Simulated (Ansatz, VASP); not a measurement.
Given: the input of a run of VASP 6.6.1 on Yb.

The input INCAR:

```
ALGO = Fast
EDIFF = 1E-6
ENCUT = 520
GGA = PE
ISIF = 2
ISMEAR = -1
ISPIN = 2
LASPH = T
LCHARG = F
LMAXMIX = 6
LORBIT = 11
LREAL = F
LWAVE = F
MAGMOM = 1
NBANDS = 22
NELM = 150
PREC = Accurate
SIGMA = 0.05
```

File KPOINTS:

```
k-points
0
Gamma
  9 9 9
```

The input POSCAR:

```
Yb
1.0
   -2.1514830000      2.1514830000      2.1514830000
    2.1514830000     -2.1514830000      2.1514830000
    2.1514830000      2.1514830000     -2.1514830000
Yb
1
Direct
    0.0000000000      0.0000000000      0.0000000000
```

Potentials or basis: VASP PAW PBE potentials, release 64 (Yb).

The run is started by

```bash
$ cat potpaw_PBE.64/Yb/POTCAR > POTCAR
$ mpirun -np 1 vasp_std > vasp.out
```

Q: Translate it to Ansatz 0.2.0. Potentials there: Ansatz PAW.

A: As run (the cutoff follows the program's own potentials):

File input.yaml:

```yaml
crystal:
  lattice:
    - [-2.151483, 2.151483, 2.151483]
    - [2.151483, -2.151483, 2.151483]
    - [2.151483, 2.151483, -2.151483]
  atoms:
    - { symbol: Yb, position: [0.0, 0.0, 0.0], spin: 1.0 }
hamiltonian:
  xc: pbe
  pseudopotentials: { kind: paw }
magnetization:
  spin_polarized: true
kpoints:
  mp_grid: { grid: [9, 9, 9] }
scf:
  occupations: { method: fermi_dirac, width: 0.05 }
output:
  forces: true
  stress: true
  eigenvalues: true
```

Potentials or basis: Ansatz PAW.

Launch:

```console
$ ansatz run input.yaml --threads 1 --pin off --max-ram 3584MiB --backend cpu --events-out ev --progress --plain --runs-dir out
```

Both were run:

|  | VASP | Ansatz | Ansatz less VASP |
| --- | --- | --- | --- |
| gap on the k mesh at the Fermi level (eV) | none | none | - |
| pressure (GPa) | 0.5 | -2.2 | -2.64 |
| net moment per atom (μB) | 0.00 | 0.00 | -0.003 |

A gap of «none» marks a metal or a gap that the smearing closes.

Spin-orbit coupling is off throughout.
